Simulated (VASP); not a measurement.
**GdN: single point with PBE+U**

GdN:

```xyz
4
Lattice="4.4131 0.0000 0.0000 0.0000 4.4131 0.0000 0.0000 0.0000 4.1303" Properties=species:S:1:pos:R:3 pbc="T T T"
Gd    2.2065    0.0000    0.7971
Gd    0.0000    2.2065    3.3333
N     0.0000    0.0000    0.0000
N     2.2065    2.2065    0.0000
```

```
Program             : VASP 6.6.1
Task                : single point
Functional          : PBE
Potentials or basis : VASP PAW PBE potentials, release 64 (Gd, N)
Cutoff              : 520 eV
k mesh              : 6 × 6 × 4
Occupations         : gaussian, width 0.05 eV
Spin                : collinear spin, ferromagnetic start
Starting moments    : [7.57, 7.57, -0.13, -0.13] μB
Hubbard terms       : Gd f U = 6.0 eV
```

* Pressure: -3.6 GPa
* Largest force: 0.040 eV/Å
* Band gap on the k mesh: zero (filled and empty bands overlap)
* Net moment: 13.99 μB per cell
* Site moments: Gd +6.86; N -0.10 μB
* Valence electrons inside the program's atomic spheres: Gd 15.23; N 3.63

Forces in eV/Å, atoms in the order of the input:
```
Gd   0.000  0.000  0.040
Gd   0.000  0.000 -0.040
N    0.000  0.000  0.000
N    0.000  0.000  0.000
```

Stress tensor (GPa, compression positive):
```
-3.52  0.00  0.00
 0.00 -3.52  0.00
 0.00  0.00 -3.80
```

Levels at points of the mesh, in eV from the Fermi level:
Spin up:
```tsv
k point	band 26	band 27	band 28	band 29	band 30	band 31	band 32	band 33	band 34	band 35
(0.00, 0.00, 0.00)	-2.02	-2.02	-1.51	-0.60	-0.35	-0.35	1.66	3.16	3.71	3.71
(0.50, 0.00, 0.00)	-2.49	-1.83	-1.83	-1.40	-1.40	0.50	0.50	3.51	3.54	3.64
(0.50, 0.50, 0.00)	-3.73	-1.72	-1.72	-0.59	-0.59	0.98	0.98	1.31	1.31	5.52
(0.00, 0.00, 0.50)	-2.34	-2.23	-2.23	-0.86	-0.86	2.38	2.85	3.54	3.54	4.76
(0.50, 0.00, 0.50)	-2.46	-2.24	-2.24	-2.08	-2.08	2.68	2.68	4.21	4.21	4.97
(0.50, 0.50, 0.50)	-3.10	-2.03	-2.03	-1.64	-1.64	2.35	2.35	3.02	3.02	4.59
```
Spin down:
```
           k point  band 14  band 15  band 16  band 17  band 18  band 19
(0.00, 0.00, 0.00)    -1.52    -0.62    -0.62    -0.21     2.35     3.57
(0.50, 0.00, 0.00)    -1.67    -1.54    -1.54     0.86     0.86     3.70
(0.50, 0.50, 0.00)    -1.76    -0.90    -0.90     1.42     1.42     1.83
(0.00, 0.00, 0.50)    -1.98    -1.03    -1.03     2.94     3.37     3.83
(0.50, 0.00, 0.50)    -2.11    -2.05    -2.05     2.99     2.99     3.98
(0.50, 0.50, 0.50)    -1.99    -1.70    -1.70     2.66     2.66     3.06
```

Eigenvalues of the final occupation matrices:
| site | spin | trace | eigenvalues |
| --- | --- | --- | --- |
| site 1 f | 1 | 6.94 | 0.99 0.99 0.99 0.99 0.99 0.99 0.99 |
| site 1 f | 2 | 0.05 | 0.00 0.00 0.00 0.00 0.01 0.01 0.01 |
| site 2 f | 1 | 6.94 | 0.99 0.99 0.99 0.99 0.99 0.99 0.99 |
| site 2 f | 2 | 0.05 | 0.00 0.00 0.00 0.00 0.01 0.01 0.01 |

Run time: 2.8 min on 1 thread of Intel(R) Xeon(R) 6975P-C (Granite Rapids) (shared host), peak memory 0.31 GiB.

Caveat: the k points lie up to 0.38 Å⁻¹ apart; spin-orbit coupling is left out, which moves the levels of the heavy elements. The state reached can hang on the start; a lower one may exist.
